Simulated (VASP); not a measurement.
# Li (Pm-3m) in VASP: a series of runs

Li is run at these levels: PBEsol; tasks: relaxation of cell and atoms.

Everything below comes from runs of VASP 6.6.1. Logs are shortened: lines on timing, memory, paths and dates and some standing lists are left out, and cuts for length are marked.

## 1. The cell of the first run

The structure is cubic, space group Pm-3m (No. 221). The conventional cell has a = 2.618 Å, b = 2.618 Å, c = 2.618 Å, α = 90.00°, β = 90.00°, γ = 90.00°. Li (site symmetry m-3m) has 6 Li at 2.62 Å within 3.5 Å.

This isn't the form of Li at room conditions, which is bcc.

## 2. Relaxation of cell and atoms, PBEsol, target pressure 1.9 GPa, at which the enthalpy is minimised

INCAR

```
PREC = Accurate
ENCUT = 600
EDIFF = 1E-7
ISMEAR = -1
SIGMA = 0.05
LREAL = False
LASPH = True
NELM = 100
ALGO = Normal
ISIF = 3
LWAVE = False
LCHARG = False
GGA = PS
IBRION = 2
NSW = 32
EDIFFG = -0.005
PSTRESS = 19.0
```

KPOINTS

```
Automatic mesh
0
Gamma
  14 14 14
```

POSCAR

```
Li
1.0
    2.6176233209      0.0000000000      0.0000000000
    0.0000000000      2.6176233209      0.0000000000
    0.0000000000      0.0000000000      2.6176233209
Li
1
Direct
    0.0000000000      0.0000000000      0.0000000000
```

Potentials or basis: VASP PAW PBE potentials, release 64 (Li_sv).

Launch:

```
> cat potpaw_PBE.64/Li_sv/POTCAR > POTCAR
> mpirun -np 1 vasp_std > vasp.out
```

OUTCAR:

```text
PREC = Accurate
   ENCUT = 600
   EDIFF = 1E-7
   ISMEAR = -1
   LREAL = False
   LASPH = True
   NELM = 100
   ISIF = 3
   GGA = PS
   IBRION = 2
   NSW = 32
   EDIFFG = -0.005
   PSTRESS = 19.0

 ion  position               nearest neighbor table
   1  0.000  0.000  0.000-

  LATTYP: Found a simple cubic cell.
 ALAT       =     2.6176233209

  Lattice vectors:

 A1 = (   2.6176233209,   0.0000000000,   0.0000000000)
 A2 = (   0.0000000000,   2.6176233209,   0.0000000000)
 A3 = (   0.0000000000,   0.0000000000,   2.6176233209)

Analysis of symmetry for initial positions (statically):
=====================================================================
 Subroutine PRICEL returns:
 Original cell was already a primitive cell.

 Routine SETGRP: Setting up the symmetry group for a
 simple cubic supercell.

 Subroutine GETGRP returns: Found 48 space group operations
 (whereof 48 operations were pure point group operations)
 out of a pool of 48 trial point group operations.

The static configuration has the point symmetry O_h .

Analysis of symmetry for dynamics (positions and initial velocities):
=====================================================================
 Subroutine PRICEL returns:
 Original cell was already a primitive cell.

 Routine SETGRP: Setting up the symmetry group for a
 simple cubic supercell.

 Subroutine GETGRP returns: Found 48 space group operations
 (whereof 48 operations were pure point group operations)
 out of a pool of 48 trial point group operations.

The dynamic configuration has the point symmetry O_h .

 Subroutine INISYM returns: Found 48 space group operations
 (whereof 48 operations are pure point group operations),
 and found     1 'primitive' translations

----------------------------------------------------------------------------------------

                                     Primitive cell

  volume of cell :      17.9358

  direct lattice vectors                    reciprocal lattice vectors
     2.617623321  0.000000000  0.000000000     0.382025936  0.000000000  0.000000000
     0.000000000  2.617623321  0.000000000     0.000000000  0.382025936  0.000000000
     0.000000000  0.000000000  2.617623321     0.000000000  0.000000000  0.382025936

  length of vectors
     2.617623321  2.617623321  2.617623321     0.382025936  0.382025936  0.382025936

  position of ions in fractional coordinates (direct lattice)
     0.000000000  0.000000000  0.000000000

  ion indices of the primitive-cell ions
   primitive index   ion index
                 1           1

----------------------------------------------------------------------------------------

 KPOINTS: Automatic mesh

Automatic generation of k-mesh.
 Grid dimensions read from file:
 generate k-points for:   14   14   14

 Generating k-lattice:

  Cartesian coordinates                     Fractional coordinates (reciprocal lattice)
     0.027287567  0.000000000  0.000000000     0.071428571  0.000000000  0.000000000
     0.000000000  0.027287567  0.000000000     0.000000000  0.071428571  0.000000000
     0.000000000  0.000000000  0.027287567     0.000000000  0.000000000  0.071428571

  Length of vectors
     0.027287567  0.027287567  0.027287567

  Shift w.r.t. Gamma in fractional coordinates (k-lattice)
     0.000000000  0.000000000  0.000000000

 Subroutine IBZKPT returns following result:
 ===========================================

 Found    120 irreducible k-points:

 Following reciprocal coordinates:
            Coordinates               Weight
  0.000000  0.000000  0.000000      1.000000
  0.071429  0.000000  0.000000      6.000000
  0.142857  0.000000  0.000000      6.000000
  0.214286  0.000000  0.000000      6.000000
  0.285714  0.000000  0.000000      6.000000
  0.357143  0.000000  0.000000      6.000000
[... 16 lines left out ...]
  0.285714  0.214286  0.000000     24.000000
  0.357143  0.214286  0.000000     24.000000
 [... further k-points ...]
   k-points           NKPTS =    120   k-points in BZ     NKDIM =    120   number of bands    NBANDS=      5
   number of dos      NEDOS =    301   number of ions     NIONS =      1
   total plane-waves  NPLWV =  13824
   dimension x,y,z NGX =    24 NGY =   24 NGZ =   24
   dimension x,y,z NGXF=    48 NGYF=   48 NGZF=   48
   ions per type =               1
   NGX,Y,Z   is equivalent  to a cutoff of  15.24, 15.24, 15.24 a.u.
   NGXF,Y,Z  is equivalent  to a cutoff of  30.48, 30.48, 30.48 a.u.
 SYSTEM =  unknown system
   PREC   = accura    normal or accurate (medium, high low for compatibility)
   ISTART =      0    job   : 0-new  1-cont  2-samecut
   ICHARG =      2    charge: 1-file 2-atom 10-const
   ISPIN  =      1    spin polarized calculation?
   LNONCOLLINEAR =      F non collinear calculations
   LSORBIT =      F    spin-orbit coupling
   LASPH  =      T    aspherical Exc in radial PAW
   ENCUT  =  600.0 eV  44.10 Ry    6.64 a.u.   5.23  5.23  5.23*2*pi/ulx,y,z
   NELM   =    100;   NELMIN=  2; NELMDL= -5     # of ELM steps
   EDIFF  = 0.1E-06   stopping-criterion for ELM
   LREAL  =      F    real-space projection
   EDIFFG = -.5E-02   stopping-criterion for IOM
   NSW    =     32    number of steps for IOM
   IBRION =      2    ionic relax: 0-MD 1-quasi-New 2-CG
   NFREE  =      1    steps in history (QN), initial steepest desc. (CG)
   ISIF   =      3    stress and relaxation
   ISYM   =      2    0-nonsym 1-usesym 2-fastsym
   POTIM  = 0.5000    time-step for ionic-motion
   TEBEG  =    0.0;   TEEND  =   0.0 temperature during run
   PSTRESS=   19.0 pullay stress
   NELECT =       3.0000    total number of electrons
   NUPDOWN=      -1.0000    fix difference up-down
   EMIN   =  10.00;   EMAX   =-10.00  energy-range for DOS
   EFERMI =   0.00;   METHOD = LEGACY
   ISMEAR =    -1;   SIGMA  =   0.05  broadening in eV -4-tet -1-fermi 0-gaus
   EFERMI_NEDOS =   21; number of points for ismear=-14 and -15
   IALGO  =     38    algorithm
   IMIX   =      4    mixing-type and parameters
     AMIX     =   0.40;   BMIX     =  1.00
     AMIX_MAG =   1.60;   BMIX_MAG =  1.00
  volume/ion in A,a.u.               =      17.94       121.04
  Fermi-wavevector in a.u.,A,eV,Ry     =   0.902003  1.704539 11.069834  0.813610
  Thomas-Fermi vector in A             =   2.025153
   LORBIT       =      0    0 simple, 1 ext, 2 COOP (PROOUT), +10 PAW based schemes
   GGA     = PS    functional components
   LHFCALC =     F    Hartree Fock is set to
   AEXX    =    0.0000 exact exchange contribution
   IVDW    =     0    specifies the selected vdW correction
   LEPSILON=     F    determine dielectric tensor
   LRPA    =     F    only Hartree local field effects (RPA)
 conjugate gradient relaxation of ions
 non-spin polarized calculation
  energy-cutoff  :      600.00
  volume of cell :       17.94
 maximum number of plane-waves:       624
 NGX is ok and might be reduce to    24
   NGX = 11   NGY = 11   NGZ = 11

--------------------------------------- Ionic step        1  -------------------------------------------

 number of electron       3.0000001 magnetization

 Free energy of the ion-electron system (eV)
  ---------------------------------------------------
  ext. energy  EPLUGINS =         0.00000000
  ---------------------------------------------------
  free energy    TOTEN  =        -1.83562594 eV

  energy without entropy =       -1.83302547  energy(sigma->0) =       -1.83432571

------------------------ aborting loop because EDIFF is reached ----------------------------------------

  FORCE on cell =-STRESS in cart. coord.  units (eV):
  Direction    XX          YY          ZZ          XY          YZ          ZX
  --------------------------------------------------------------------------------------
  -------------------------------------------------------------------------------------
  Total        0.1964941      0.1964941      0.1964941      0.0000000     -0.0000000      0.0000000
  in kB       17.5524821     17.5524821     17.5524821      0.0000000     -0.0000000      0.0000000
  external PRESSURE =      -1.4475179 kB  Pullay stress =      19.0000000 kB
[... 59 lines left out ...]
  enthalpy is  TOTEN    =        -1.6229601403 eV   P V=        0.2122000829

--------------------------------------- Ionic step        3  -------------------------------------------

 number of electron       3.0000002 magnetization

 Free energy of the ion-electron system (eV)
  ---------------------------------------------------
  ext. energy  EPLUGINS =         0.00000000
  ---------------------------------------------------
  free energy    TOTEN  =        -1.83395553 eV

  energy without entropy =       -1.83136862  energy(sigma->0) =       -1.83266208

 E-fermi :   0.9392     XC(G=0):  -7.3437

 val. band max:        0.8618838412   @ k =   0.3571   0.2143   0.2143
 cond. band min:       1.0009732849   @ k =   0.5000   0.1429   0.1429
 fundamental gap:      0.1390894437
 Fermi energy:         0.9392017446

 k-point     1 :       0.0000    0.0000    0.0000
  band No.  band energies     occupation
      1     -45.0134      2.00000
      2      -2.6697      2.00000
      3      14.0977      0.00000
      4      14.0977      0.00000
      5      14.0977      0.00000

 k-point     2 :       0.0714    0.0000    0.0000
  band No.  band energies     occupation
      1     -45.0115      2.00000
      2      -2.5903      2.00000
      3      12.5999      0.00000
      4      14.1968      0.00000
      5      14.1968      0.00000
[... 169 lines left out ...]
 k-point    24 :       0.3571    0.2143    0.0000
  band No.  band energies     occupation
      1     -44.9707      2.00000
      2       0.0224      2.00000
      3       5.4554      0.00000
      4      11.7060      0.00000
      5      16.4439      0.00000

 [... further k-points ...]

------------------------ aborting loop because EDIFF is reached ----------------------------------------

  FORCE on cell =-STRESS in cart. coord.  units (eV):
  Direction    XX          YY          ZZ          XY          YZ          ZX
  --------------------------------------------------------------------------------------
  -------------------------------------------------------------------------------------
  Total        0.2108367      0.2108367      0.2108367      0.0000000     -0.0000000     -0.0000000
  in kB       18.9888476     18.9888476     18.9888476      0.0000000     -0.0000000     -0.0000000
  external PRESSURE =      -0.0111524 kB  Pullay stress =      19.0000000 kB
[... 16 lines left out ...]
  FREE ENERGIE OF THE ION-ELECTRON SYSTEM (eV)
  ---------------------------------------------------
  free  energy   TOTEN  =        -1.8339555327 eV

  energy  without entropy=       -1.8313686218  energy(sigma->0) =       -1.83266208

  enthalpy is  TOTEN    =        -1.6229950037 eV   P V=        0.2109605290

 reached required accuracy - stopping structural energy minimisation
```

Run time: 26 s. Hardware: 1 thread of Intel Xeon 8259CL, shared host; peak memory 0.14 GiB.

Results:

* Free energy: -1.8340 eV
* Relaxed volume: 17.79 Å³/atom
* Relaxed cell: a = 2.610 Å, b = 2.610 Å, c = 2.610 Å, α = 90.00°, β = 90.00°, γ = 90.00°
* Space group after relaxing (to 0.1 Å): Pm-3m (No. 221)
* Energy change on relaxing (the run minimises the enthalpy): +1.7 meV/atom
* Ionic steps: 3
* Pressure after relaxing: 1.9 GPa
* Band gap on the k mesh: zero (an odd number of electrons rules out a gap without spin polarisation)

Step by step:
```tsv
step	energy change (eV)	largest force (eV/Å)	pressure (GPa)	volume (Å³)
1	0.0000	0.0000	1.76	17.94
2	0.0005	0.0000	1.80	17.89
3	0.0017	0.0000	1.90	17.79
```

Final structure:
```cif
data_structure
_symmetry_space_group_name_H-M 'P 1'
_symmetry_Int_Tables_number 1
_cell_length_a 2.6105
_cell_length_b 2.6105
_cell_length_c 2.6105
_cell_angle_alpha 90.000
_cell_angle_beta 90.000
_cell_angle_gamma 90.000
_cell_volume 17.79
loop_
_atom_site_label
_atom_site_type_symbol
_atom_site_fract_x
_atom_site_fract_y
_atom_site_fract_z
_atom_site_occupancy
Li1 Li 0.00000 0.00000 0.00000 1
```

Levels at points of the mesh, in eV from the Fermi level:
```csv
k point,band 1,band 2,band 3,band 4
"(0.00, 0.00, 0.00)",-45.95,-3.61,13.16,13.16
"(0.50, 0.00, 0.00)",-45.92,-0.81,2.52,16.42
"(0.50, 0.50, 0.00)",-45.88,3.48,3.48,6.14
"(0.50, 0.50, 0.50)",-45.85,7.37,7.37,7.37
```

Caveat: the cutoff is under 1.25 times the usual one of these potentials, so pressure, stress and relaxed cells hold a basis-set (Pulay) error; the cell is relaxed towards a set pressure, so the run minimises the enthalpy, not the energy; the PAW data sets were made with another functional, which shifts forces and pressure a little.

## 3. Relaxation of cell and atoms, PBEsol, target pressure 1.9 GPa, at which the enthalpy is minimised

This run uses another cell than the first one, of 19.10 Å³/atom.

INCAR

```
SYSTEM = Li
PREC = Accurate
ENCUT = 600
EDIFF = 1E-6
ISMEAR = -1
SIGMA = 0.05
LREAL = .FALSE.
LASPH = .TRUE.
NELM = 60
ALGO = Normal
ISIF = 3
LWAVE = .FALSE.
LCHARG = .FALSE.
GGA = PS
IBRION = 2
NSW = 60
EDIFFG = -0.005
PSTRESS = 19.0
```

KPOINTS

```
Automatic mesh
0
G
  14 14 14
  0 0 0
```

POSCAR

```
Li
1.0
    2.6733034901      0.0000000000      0.0000000000
    0.0000000000      2.6733034901      0.0000000000
    0.0000000000      0.0000000000      2.6733034901
Li
1
Direct
    0.0000000000      0.0000000000      0.0000000000
```

Potentials or basis: VASP PAW PBE potentials, release 64 (Li_sv).

Launch:

```
> cat potpaw_PBE.64/Li_sv/POTCAR > POTCAR
> mpirun -np 1 vasp_std > vasp.out
```

Wall time 33 s (1 thread of Intel Xeon 8259CL, shared host); peak memory 0.14 GiB.

Results (log left out):

```
Free energy                                                : -1.8353 eV
Relaxed volume                                             : 17.77 Å³/atom
Relaxed cell                                               : a = 2.609 Å, b = 2.609 Å, c = 2.609 Å, α = 90.00°, β = 90.00°, γ = 90.00°
Space group after relaxing (to 0.1 Å)                      : Pm-3m (No. 221)
Energy change on relaxing (the run minimises the enthalpy) : +10.6 meV/atom
Ionic steps                                                : 5
Pressure after relaxing                                    : 1.9 GPa
Band gap on the k mesh                                     : zero (an odd number of electrons rules out a gap without spin polarisation)
```

Step by step:
```tsv
step	energy change (eV)	largest force (eV/Å)	pressure (GPa)	volume (Å³)
1	0.0000	0.0000	0.73	19.10
2	0.0021	0.0000	1.02	18.72
3	0.0069	0.0000	1.55	18.11
4	0.0228	0.0000	2.84	16.92
5	0.0106	0.0000	1.86	17.77
```

Final structure:
```
Li
1.0
     2.60936    0.00000    0.00000
     0.00000    2.60936    0.00000
     0.00000    0.00000    2.60936
Li
1
Direct
  0.00000 0.00000 0.00000
```

Levels at points of the mesh, in eV from the Fermi level:
```tsv
k point	band 1	band 2	band 3	band 4	band 5
(0.00, 0.00, 0.00)	-45.95	-3.61	13.17	13.17	13.17
(0.50, 0.00, 0.00)	-45.91	-0.81	2.53	16.44	16.44
(0.50, 0.50, 0.00)	-45.88	3.48	3.48	6.14	9.60
(0.50, 0.50, 0.50)	-45.85	7.38	7.38	7.38	11.02
```

Caveat: the cutoff is under 1.25 times the usual one of these potentials, so pressure, stress and relaxed cells hold a basis-set (Pulay) error; the cell is relaxed towards a set pressure, so the run minimises the enthalpy, not the energy; the PAW data sets were made with another functional, which shifts forces and pressure a little.

The gap in the log of VASP goes by the Fermi energy; the results here count the filled bands.